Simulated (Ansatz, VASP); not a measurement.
## Two plane-wave programs on Au

File INCAR:

```
PREC = Accurate
ENCUT = 520
EDIFF = 1E-6
ISMEAR = -1
SIGMA = 0.1
LREAL = F
LASPH = T
NELM = 80
ALGO = Normal
ISIF = 2
LWAVE = F
LCHARG = F
GGA = PS
NBANDS = 30
```

Contents of KPOINTS:

```
Automatic mesh
0
Gamma
  14 14 4
```

File POSCAR:

```
Au
1.0
    2.7896756246      0.0000000000      0.0000000000
   -1.3948378123      2.4159299592      0.0000000000
    0.0000000000      0.0000000000      9.2919318045
Au
4
Direct
    0.0000000000      0.0000000000      1.0000000000
    0.0000000000      0.0000000000      0.5000000000
    0.3333333333      0.6666666667      0.2500000000
    0.6666666667      0.3333333333      0.7500000000
```

Input for Ansatz:

```yaml
crystal:
  lattice:
    - [2.7896756246, 0.0, 0.0]
    - [-1.3948378123, 2.4159299592, 0.0]
    - [0.0, 0.0, 9.2919318045]
  atoms:
    - { symbol: Au, position: [0.0, 0.0, 1.0] }
    - { symbol: Au, position: [0.0, 0.0, 0.5] }
    - { symbol: Au, position: [0.3333333333, 0.6666666667, 0.25] }
    - { symbol: Au, position: [0.6666666667, 0.3333333333, 0.75] }
hamiltonian:
  xc: pbesol
  pseudopotentials:
    kind: paw
    azcp:
      Au: "pseudopotentials/Au.paw.azcp"
basis:
  ecutwfc: 420
  fft_grid_basis: typed
kpoints:
  mp_grid: { grid: [14, 14, 4], shift: [0, 0, 0] }
magnetization:
  spin_polarized: false
scf:
  occupations: { method: fermi_dirac, width: 0.1 }
  lower_state_search: "off"
output:
  stress: true
```

Alike in both runs: task single point; functional PBEsol; k mesh 14 × 14 × 4; occupations fermi-dirac, width 0.1 eV; no spin polarisation.

|  | VASP | Ansatz |
| --- | --- | --- |
| version | VASP 6.6.1 | Ansatz 0.2.0 |
| potentials or method | VASP PAW PBE potentials, release 64 (Au), cutoff 520 eV | plane waves (420 eV) with PAW, scalar-relativistic |
| valence electrons in the cell | 44 | 76 |

```tsv
	VASP	Ansatz	Ansatz less VASP
pressure (GPa)	18.2	18.5	+0.37
traceless stress, the component that is largest in VASP (GPa)	-0.81	-0.80	+0.015
```

VASP's potentials were made for PBE, not for PBEsol, and Ansatz warns of the same on its side. VASP's potentials hold 44 valence electrons a cell and Ansatz's 76, so a difference there can come from the potentials and not from the codes.

Neither program's run includes spin-orbit coupling.
